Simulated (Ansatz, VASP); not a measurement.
# One calculation of Ru, two programs

```
Ru
1.0
     2.42542    0.00000    0.00000
     0.00000    2.42542    0.00000
     0.00000    0.00000    2.42542
Ru
1
Direct
  0.00000 0.00000 0.00000
```

Change from the starting cell: volume scaled by 0.9, PAW files.

Alike in both runs: task single point; functional PBE; k mesh 15 × 15 × 15; occupations fermi-dirac, width 0.1 eV; no spin polarisation.

```csv
,VASP,Ansatz
version,VASP 6.6.1,Ansatz 0.2.0
potentials or method,"VASP PAW PBE potentials, release 64 (Ru_pv)","PAW with Ansatz's default frozen-core files, scalar-relativistic"
plane-wave cutoff (eV),520,420
valence electrons in the cell,14,16
```

```csv
,VASP,Ansatz,Ansatz less VASP
pressure (GPa),30.0,29.6,-0.38
```

Both programs put the cell under a high pressure, so it lies far from rest at this level. VASP's potentials hold 14 valence electrons a cell and Ansatz's 16, so a difference there can come from the potentials and not from the codes.
